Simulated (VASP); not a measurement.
A run of VASP 6.6.1:

INCAR

```
PREC = Accurate ; ENCUT = 520
EDIFF = 1E-7 ; ISMEAR = 0
SIGMA = 0.1 ; LREAL = F
LASPH = T ; NELM = 80
ALGO = Fast ; ISIF = 2
LWAVE = F ; LCHARG = F
GGA = PS ; NBANDS = 34
```

The input KPOINTS:

```
regular mesh
0
Gamma
  6 6 6
```

The input POSCAR:

```
Sc2Al
1.0
    4.8926114005      0.0000000000      0.0000000000
   -2.4463057002      4.2371257637      0.0000000000
    0.0000000000      0.0000000000      6.1614205700
Sc Al
4 2
Direct
    0.0000000000      0.0000000000      0.0000000000
    0.0000000000      0.0000000000      0.5000000000
    0.3333333333      0.6666666667      0.7500000000
    0.6666666667      0.3333333333      0.2500000000
    0.3333333333      0.6666666667      0.2500000000
    0.6666666667      0.3333333333      0.7500000000
```

Potentials or basis: VASP PAW PBE potentials, release 64 (Sc_sv, Al).

Command:

```console
$ cat potpaw_PBE.64/Sc_sv/POTCAR potpaw_PBE.64/Al/POTCAR > POTCAR
$ mpirun -np 1 vasp_std > vasp.out
```

Hardware: 1 thread of Intel Xeon 6975P-C (shared host).

Q: How long does it take, and how much memory?

A: It took 3.2 min on 1 thread of Intel Xeon 6975P-C, on a shared host, peak memory 0.29 GiB. Counts: scf iterations 22, k points 28.
